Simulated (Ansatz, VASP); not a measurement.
**Mg: VASP beside Ansatz**

Contents of INCAR:

```
SYSTEM = Mg
  PREC = Accurate
  ENCUT = 520
  EDIFF = 1E-6
  ISMEAR = -1
  SIGMA = 0.08
  LREAL = .False.
  LASPH = .True.
  NELM = 80
  ALGO = Normal
  ISIF = 2
  LWAVE = .False.
  LCHARG = .False.
  GGA = PE
  NBANDS = 9
```

The input KPOINTS:

```
Automatic mesh
0
Gamma
  9 9 9
  0 0 0
```

POSCAR

```
Mg
1.0
    0.0000000000      3.4275338026      3.4275338026
    3.4275338026      0.0000000000      3.4275338026
    3.4275338026      3.4275338026      0.0000000000
Mg
2
Direct
    0.0000000000      0.0000000000      0.0000000000
    0.2500000000      0.2500000000      0.2500000000
```

Input for Ansatz:

```yaml
crystal:
  lattice:
    - [0.0, 3.4275338026, 3.4275338026]
    - [3.4275338026, 0.0, 3.4275338026]
    - [3.4275338026, 3.4275338026, 0.0]
  atoms:
    - { symbol: Mg, position: [0.0, 0.0, 0.0] }
    - { symbol: Mg, position: [0.25, 0.25, 0.25] }
kpoints:
  mp_grid: { grid: [9, 9, 9] }
  band_path:
    path:
      - [0.0, 0.0, 0.0]
      - [0.5, 0.0, 0.5]
      - [0.625, 0.25, 0.625]
      - [0.375, 0.375, 0.75]
      - [0.0, 0.0, 0.0]
      - [0.5, 0.5, 0.5]
      - [0.5, 0.25, 0.75]
      - [0.5, 0.0, 0.5]
    npoints: 5
scf:
  occupations: { method: fermi_dirac, width: 0.08 }
hamiltonian:
  xc: pbe
  pseudopotentials:
    kind: all_electron
    lapw: { basis_error: 0.0005 }
    relativity: none
output:
  forces: true
  stress: true
  eigenvalues: true
```

Alike in both runs: task single point; functional PBE; k mesh 9 × 9 × 9; occupations fermi-dirac, width 0.08 eV; no spin polarisation.

```csv
,VASP,Ansatz
version,VASP 6.6.1,Ansatz 0.2.0
potentials or method,"VASP PAW PBE potentials, release 64 (Mg), cutoff 520 eV","all-electron LAPW, non-relativistic"
```

|  | VASP | Ansatz | Ansatz less VASP |
| --- | --- | --- | --- |
| pressure (GPa) | 0.0 | 0.1 | +0.03 |

Ansatz ran all-electron here, and VASP with PAW potentials.
